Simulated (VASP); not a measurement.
# In (R-3m) in VASP: vibrations by perturbation theory with PBEsol

Aim: the vibrations by perturbation theory of In with PBEsol.

All numbers are computed with VASP 6.6.1; they aren't measurements. Logs are shortened: lines on timing, memory, paths and dates and some standing lists are left out, and cuts for length are marked.

### 1 The cell of the first run

It takes space group R-3m (No. 166, trigonal). The conventional cell has a = 3.339 Å, b = 3.339 Å, c = 24.622 Å, α = 90.00°, β = 90.00°, γ = 120.00°. In (site symmetry 3m) has 12 In at 3.34 to 3.35 Å within 4.4 Å. Within 4.4 Å of In (site symmetry -3m) lie 12 In at 3.34 to 3.35 Å.

### 2 Vibrations by perturbation theory, PBEsol

The input, INCAR:

```
ALGO     = Fast           # electronic algorithm
EDIFF    = 1E-8           # SCF threshold, eV
ENCUT    = 520            # plane-wave cutoff, eV
GGA      = PS             # functional
IBRION   = 8              # ionic algorithm
ISIF     = 2              # what is computed and relaxed
ISMEAR   = -1             # smearing method
LASPH    = T              # aspherical terms in the spheres
LCHARG   = F              # write CHGCAR
LREAL    = F              # projectors in reciprocal space
LWAVE    = F              # write WAVECAR
NBANDS   = 26             # bands
NELM     = 60             # most SCF steps
NSW      = 1              # ionic steps
PREC     = Accurate       # precision mode
SIGMA    = 0.05           # smearing width, eV
```

The input, KPOINTS:

```
k-points
0
Gamma
  8 8 8
```

The input, POSCAR:

```
In
1.0
    1.6696368166      0.9639652655      8.2074632500
   -1.6696368166      0.9639652655      8.2074632500
    0.0000000000     -1.9279305310      8.2074632500
In
3
Direct
    0.2219877600      0.2219877600      0.2219877600
    0.7780122400      0.7780122400      0.7780122400
    0.0000000000      0.0000000000      0.0000000000
```

Potentials or basis: VASP PAW PBE potentials, release 64 (In_d).

On the command line:

```console
$ cat potpaw_PBE.64/In_d/POTCAR > POTCAR
$ mpirun -np 1 vasp_std > vasp.out
```

OUTCAR:

```text
EDIFF = 1E-8
   ENCUT = 520
   GGA = PS
   IBRION = 8
   ISIF = 2
   ISMEAR = -1
   LASPH = T
   LREAL = F
   NELM = 60
   NSW = 1
   PREC = Accurate

 ion  position               nearest neighbor table
   1  0.222  0.222  0.222-   2 3.34   2 3.34   2 3.34   3 3.35   3 3.35   3 3.35
   2  0.778  0.778  0.778-   1 3.34   1 3.34   1 3.34   3 3.35   3 3.35   3 3.35
   3  0.000  0.000  0.000-   2 3.35   1 3.35   2 3.35   2 3.35   1 3.35   1 3.35

  LATTYP: Found a trigonal (rhomboedric) cell.
 ALAT       =     8.4308581492
 COS(alpha) =     0.9215612875

  Lattice vectors:

 A1 = (   1.6696368166,   0.9639652655,   8.2074632500)
 A2 = (  -1.6696368166,   0.9639652655,   8.2074632500)
 A3 = (   0.0000000000,  -1.9279305310,   8.2074632500)

Analysis of symmetry for initial positions (statically):
=====================================================================
 Subroutine PRICEL returns:
 Original cell was already a primitive cell.

 Routine SETGRP: Setting up the symmetry group for a
 trigonal (rhombohedral) supercell.

 Subroutine GETGRP returns: Found 12 space group operations
 (whereof 12 operations were pure point group operations)
 out of a pool of 12 trial point group operations.

The static configuration has the point symmetry D_3d.

Analysis of symmetry for dynamics (positions and initial velocities):
=====================================================================
 Subroutine PRICEL returns:
 Original cell was already a primitive cell.

 Routine SETGRP: Setting up the symmetry group for a
 trigonal (rhombohedral) supercell.

 Subroutine GETGRP returns: Found 12 space group operations
 (whereof 12 operations were pure point group operations)
 out of a pool of 12 trial point group operations.

The dynamic configuration has the point symmetry D_3d.

 Subroutine INISYM returns: Found 12 space group operations
 (whereof 12 operations are pure point group operations),
 and found     1 'primitive' translations

----------------------------------------------------------------------------------------

                                     Primitive cell

  volume of cell :      79.2581

  direct lattice vectors                    reciprocal lattice vectors
     1.669636817  0.963965265  8.207463250     0.299466324  0.172896963  0.040613442
    -1.669636817  0.963965265  8.207463250    -0.299466324  0.172896963  0.040613442
     0.000000000 -1.927930531  8.207463250     0.000000000 -0.345793926  0.040613442

  length of vectors
     8.430858149  8.430858149  8.430858149     0.348170778  0.348170778  0.348170778

  position of ions in fractional coordinates (direct lattice)
     0.221987760  0.221987760  0.221987760
     0.778012240  0.778012240  0.778012240
     0.000000000  0.000000000  0.000000000

  ion indices of the primitive-cell ions
   primitive index   ion index
                 1           1
                 2           2
                 3           3

----------------------------------------------------------------------------------------

 KPOINTS: k-points

Automatic generation of k-mesh.
 Grid dimensions read from file:
 generate k-points for:    8    8    8

 Generating k-lattice:

  Cartesian coordinates                     Fractional coordinates (reciprocal lattice)
     0.037433291  0.021612120  0.005076680     0.125000000  0.000000000 -0.000000000
    -0.037433291  0.021612120  0.005076680     0.000000000  0.125000000 -0.000000000
     0.000000000 -0.043224241  0.005076680    -0.000000000 -0.000000000  0.125000000

  Length of vectors
     0.043521347  0.043521347  0.043521347

  Shift w.r.t. Gamma in fractional coordinates (k-lattice)
     0.000000000  0.000000000  0.000000000

 Subroutine IBZKPT returns following result:
 ===========================================

 Found     65 irreducible k-points:

 Following reciprocal coordinates:
            Coordinates               Weight
  0.000000  0.000000  0.000000      1.000000
[... 49 lines left out ...]
   ISYM   =      2    0-nonsym 1-usesym 2-fastsym
   POTIM  = 0.5000    time-step for ionic-motion
   TEBEG  =    0.0;   TEEND  =   0.0 temperature during run
   PSTRESS=    0.0 pullay stress
   NELECT =      39.0000    total number of electrons
   NUPDOWN=      -1.0000    fix difference up-down
   EMIN   =  10.00;   EMAX   =-10.00  energy-range for DOS
   EFERMI =   0.00;   METHOD = LEGACY
   ISMEAR =    -1;   SIGMA  =   0.05  broadening in eV -4-tet -1-fermi 0-gaus
   EFERMI_NEDOS =   21; number of points for ismear=-14 and -15
   IALGO  =     68    algorithm
   IMIX   =      4    mixing-type and parameters
     AMIX     =   0.40;   BMIX     =  1.00
     AMIX_MAG =   1.60;   BMIX_MAG =  1.00
  volume/ion in A,a.u.               =      26.42       178.29
  Fermi-wavevector in a.u.,A,eV,Ry     =   1.292454  2.442384 22.727687  1.670438
  Thomas-Fermi vector in A             =   2.424161
   LORBIT       =      0    0 simple, 1 ext, 2 COOP (PROOUT), +10 PAW based schemes
   GGA     = PS    functional components
   LHFCALC =     F    Hartree Fock is set to
   AEXX    =    0.0000 exact exchange contribution
   IVDW    =     0    specifies the selected vdW correction
   LEPSILON=     F    determine dielectric tensor
   LRPA    =     F    only Hartree local field effects (RPA)
 non-spin polarized calculation
 RMM-DIIS sequential band-by-band and
  energy-cutoff  :      520.00
  volume of cell :       79.26
 maximum number of plane-waves:      2154
   NGX = 31   NGY = 31   NGZ = 31

--------------------------------------- Ionic step        1  -------------------------------------------

 number of electron      38.9999997 magnetization

 Free energy of the ion-electron system (eV)
  ---------------------------------------------------
  ext. energy  EPLUGINS =         0.00000000
  ---------------------------------------------------
  free energy    TOTEN  =        -8.90637320 eV

  energy without entropy =       -8.89278604  energy(sigma->0) =       -8.89957962

 E-fermi :   7.2903     XC(G=0): -10.3596

 val. band max:        7.2463846620   @ k =  -0.2500   0.5000   0.1250
 cond. band min:       7.3052199935   @ k =   0.2500   0.2500   0.0000
 fundamental gap:      0.0588353315
 Fermi energy:         7.2903364706

 k-point     1 :       0.0000    0.0000    0.0000
  band No.  band energies     occupation
      1      -7.3339      2.00000
      2      -7.3301      2.00000
      3      -7.2910      2.00000
      4      -7.2809      2.00000
      5      -7.2809      2.00000
      6      -7.2636      2.00000
[... 685 lines left out ...]
     25      13.4850      0.00000
     26      15.6173      0.00000

 [... further k-points ...]

------------------------ aborting loop because EDIFF is reached ----------------------------------------

  FORCE on cell =-STRESS in cart. coord.  units (eV):
  Direction    XX          YY          ZZ          XY          YZ          ZX
  --------------------------------------------------------------------------------------
  -------------------------------------------------------------------------------------
  Total       -0.7272294     -0.7272294     -0.4744615      0.0000000      0.0000000      0.0000000
  in kB      -14.7007142    -14.7007142     -9.5910899      0.0000000      0.0000000      0.0000000
  external PRESSURE =     -12.9975061 kB  Pullay stress =       0.0000000 kB

 VOLUME and BASIS-vectors are now :
 -----------------------------------------------------------------------------
  energy-cutoff  :      520.00
  volume of cell :       79.26
      direct lattice vectors                 reciprocal lattice vectors
     1.669636817  0.963965265  8.207463250     0.299466324  0.172896963  0.040613442
    -1.669636817  0.963965265  8.207463250    -0.299466324  0.172896963  0.040613442
     0.000000000 -1.927930531  8.207463250     0.000000000 -0.345793926  0.040613442

 POSITION                                       TOTAL-FORCE (eV/Angst)
 -----------------------------------------------------------------------------------
      0.00000      0.00000      5.46587         0.000000     -0.000000      0.082184
      0.00000      0.00000     19.15652         0.000000      0.000000     -0.082184
      0.00000      0.00000      0.00000         0.000000     -0.000000      0.000000
 -----------------------------------------------------------------------------------
    total drift:                                0.000000      0.000000     -0.000000

  FREE ENERGIE OF THE ION-ELECTRON SYSTEM (eV)
  ---------------------------------------------------
  free  energy   TOTEN  =        -8.9063731993 eV

  energy  without entropy=       -8.8927860376  energy(sigma->0) =       -8.89957962

[... ionic steps 2 to 9 ...]

--------------------------------------- Ionic step       10  -------------------------------------------

------------------------ aborting loop because EDIFF is reached ----------------------------------------

[... ionic steps 11 to 11 ...]

--------------------------------------- Ionic step       12  -------------------------------------------

 Free energy of the ion-electron system (eV)
  ---------------------------------------------------
  ---------------------------------------------------
  free energy    TOTEN  =        -0.25590415 eV

  energy without entropy =       -0.25590414

------------------------ aborting loop because EDIFF is reached ----------------------------------------

 INTERNAL STRAIN TENSOR  FOR ION    3  DIRECTION 3   (eV/Angst):
 -----------------------------------------------------------------------------
     0.03905  0.00000  0.00000
     0.00000  0.03905 -0.00000
     0.00000  0.00000 -0.09027

 INTERNAL STRAIN TENSOR FOR ION    3 for displacements in x,y,z  (eV/Angst):
          X           Y           Z          XY          YZ          ZX
  --------------------------------------------------------------------------------
  x     0.00000     0.00000     0.00000     0.00000     0.00000     0.00000
  y     0.00000     0.00000     0.00000     0.00000     0.00000     0.00000
  z     0.00000     0.00000     0.00000     0.00000     0.00000     0.00000

 SECOND DERIVATIVES (NOT SYMMETRIZED)
 ------------------------------------
               1X          1Y          1Z          2X          2Y          2Z          3X          3Y          3Z
  1X    -0.144943    0.000000    0.000000    0.104908    0.000000    0.000000    0.040035    0.000000    0.000000
  1Y     0.000000   -0.144943    0.000000    0.000000    0.104908   -0.000000    0.000000    0.040035   -0.000000
  1Z     0.000000   -0.000000   -2.362736    0.000000    0.000000    1.150208    0.000000   -0.000000    1.212527
  2X     0.104908    0.000000    0.000000   -0.144943    0.000000    0.000000    0.040035    0.000000    0.000000
  2Y     0.000000    0.104908   -0.000000    0.000000   -0.144943    0.000000    0.000000    0.040035   -0.000000
  2Z     0.000000    0.000000    1.150208    0.000000   -0.000000   -2.362736    0.000000   -0.000000    1.212527
  3X     0.049795    0.000000    0.000000    0.049795    0.000000    0.000000   -0.099590    0.000000    0.000000
  3Y     0.000000    0.049795    0.000000    0.000000    0.049795    0.000000    0.000000   -0.099590    0.000000
  3Z     0.000000    0.000000    1.202737    0.000000    0.000000    1.202737    0.000000   -0.000000   -2.405473

 Eigenvectors and eigenvalues of the dynamical matrix
 ----------------------------------------------------

   1 f  =    2.775090 THz    17.436404 2PiTHz   92.567034 cm-1    11.476844 meV
             X         Y         Z           dx          dy          dz
      0.000000  0.000000  5.465869     0.000000   -0.000000   -0.409352
      0.000000  0.000000 19.156521     0.000000   -0.000000   -0.409352
      0.000000  0.000000  0.000000    -0.000000    0.000000    0.815390
[... 43 lines left out ...]
   9 f/i=    0.026913 THz     0.169099 2PiTHz    0.897717 cm-1     0.111303 meV
             X         Y         Z           dx          dy          dz
      0.000000  0.000000  5.465869     0.596661   -0.010606   -0.000000
      0.000000  0.000000 19.156521     0.596661   -0.010606   -0.000000
      0.000000  0.000000  0.000000     0.536355   -0.009534   -0.000000

--------------------------------------------------------------------------------------------------------

 ELASTIC MODULI CONTR FROM IONIC RELAXATION (kBar)
 Direction    XX          YY          ZZ          XY          YZ          ZX
 --------------------------------------------------------------------------------
 XX         -44.1744     39.4142     -2.6946     -0.0000    -14.0353     -0.0000
 YY          39.4142    -44.1744     -2.6946     -0.0000     14.0353     -0.0000
 ZZ          -2.6946     -2.6946     -3.0506     -0.0000     -0.0000     -0.0000
 XY          -0.0000     -0.0000     -0.0000    -41.7943      0.0000    -19.1014
 YZ         -14.0353     14.0353     -0.0000      0.0000     -4.7133      0.0000
 ZX          -0.0000     -0.0000     -0.0000    -19.1014      0.0000     -8.7300
 --------------------------------------------------------------------------------
```

It took 80 min on 1 thread of Intel Xeon 6975P-C (Granite Rapids), shared host; peak memory 1.5 GiB.

What came out:

| Property | Result |
| --- | --- |
| Highest phonon frequency at Γ | 93 cm⁻¹ |

Phonon frequencies in cm⁻¹ (negative: imaginary):
```
              q point                frequencies
(0.000, 0.000, 0.000)  -1 -1 0 18 18 24 24 91 93
```

Caveat: the cell stands under pressure or tension, which shifts response properties; the PAW data sets were made with another functional, which shifts forces and pressure a little; spin-orbit coupling is left out, which moves the levels of the heavy elements.
